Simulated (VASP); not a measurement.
Wanted: the native input for a VASP 6.6.1 run.

* Task: single point
* Functional: PBE
* Dispersion: D3(BJ)
* Potentials or basis: VASP PAW PBE potentials, release 64 (Tl_d)
* Cutoff: 520 eV
* k mesh: 18 × 18 × 18
* Occupations: gaussian, width 0.15 eV
* Spin: no spin polarisation
* Dipole correction: no
* Further INCAR settings: ALGO = Fast; EDIFF = 1e-07; NBANDS = 12

The structure of Tl lies in POSCAR:

```
Tl
1.0
    0.0000000000      2.6793017603      2.0898553730
    2.6793017603      0.0000000000      2.0898553730
    2.6793017603      2.6793017603      0.0000000000
Tl
1
Direct
    0.0000000000      0.0000000000      0.0000000000
```

This cell differs from its parent crystal: ratio of the length along z to the lengths across it x 0.78, volume and fractional coordinates fixed.

These files were run (other wordings do the same):

INCAR

```
PREC = Accurate
ENCUT = 520
EDIFF = 1E-7
ISMEAR = 0
SIGMA = 0.15
LREAL = False
LASPH = True
NELM = 60
ALGO = Fast
ISIF = 2
LWAVE = False
LCHARG = False
GGA = PE
IVDW = 12
NBANDS = 12
```

KPOINTS

```
regular mesh
0
Gamma
  18 18 18
```

Potentials or basis: VASP PAW PBE potentials, release 64 (Tl_d).

The run is started by

```sh
$ cat potpaw_PBE.64/Tl_d/POTCAR > POTCAR
$ mpirun -np 1 vasp_std > vasp.out
```

Results of the run:

| Item | Value |
| --- | --- |
| Pressure | -0.5 GPa |
| Band gap on the k mesh | zero (an odd number of electrons rules out a gap without spin polarisation) |
| Dispersion energy per atom | -0.326 eV |

Caveat: spin-orbit coupling is left out, which moves the levels of the heavy elements.

It took 4.4 min on 1 thread of Intel Xeon 8259CL (shared host), peak memory 0.3 GiB.
